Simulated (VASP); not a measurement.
**BN: single point with PBE**

Crystal: BN.

```
B N
1.0
     2.55394    0.00000    0.00000
    -1.27697    2.21178    0.00000
     0.00000    0.00000    4.22685
B N
2 2
Direct
  0.66667 0.33333 0.04704
  0.33333 0.66667 0.49972
  0.66667 0.33333 0.62528
  0.33333 0.66667 0.12528
```

This cell differs from its parent crystal: atom 1 (B) moved +0.200 Å along Cartesian [0 0 1].

* Program: VASP 6.6.1
* Task: single point
* Functional: PBE
* Potentials or basis: VASP PAW PBE potentials, release 64 (B, N)
* Cutoff: 520 eV
* k mesh: 12 × 12 × 6
* Occupations: gaussian, width 0.05 eV
* Spin: no spin polarisation

```json
{
 "Pressure": "6.0 GPa",
 "Largest force": "4.811 eV/Å",
 "Band gap on the k mesh": "4.86 eV (least direct gap 7.46 eV)"
}
```

Forces on the atoms (eV/Å):
```
B    0.000  0.000 -4.811
B    0.000  0.000  2.265
N    0.000  0.000  0.255
N    0.000  0.000  2.290
```

Stress tensor (GPa, compression positive):
```
4.66 0.00 0.00
0.00 4.66 0.00
0.00 0.00 8.57
```

Levels at points of the mesh, in eV from the valence-band top:
```csv
k point,band 4,band 5,band 6,band 7,band 8,band 9,band 10,band 11,band 12,band 13
"(0.00, 0.00, 0.00)",-3.44,-3.44,-0.60,-0.60,0.00,7.46,7.84,7.84,8.49,10.40
"(0.50, 0.00, 0.00)",-8.35,-7.15,-6.22,-4.19,-2.90,5.88,7.43,10.46,11.28,11.68
"(0.00, 0.00, 0.50)",-4.96,-3.17,-3.17,-1.03,-1.03,7.91,8.69,8.69,9.39,9.74
"(0.50, 0.00, 0.50)",-9.92,-5.80,-4.23,-3.64,-2.80,4.86,6.20,8.57,9.46,13.74
```

Run time: 18 s on 1 thread of Intel(R) Xeon(R) Platinum 8488C (Sapphire Rapids) (shared host), peak memory 0.15 GiB.

Caveat: the cell differs from its parent crystal (atom 1 (B) moved +0.200 Å along Cartesian [0 0 1]); the cell stands under pressure; forces of over 1 eV/Å act on the atoms, so gaps and moduli don't describe the material at rest. A k mesh can miss the band edges.
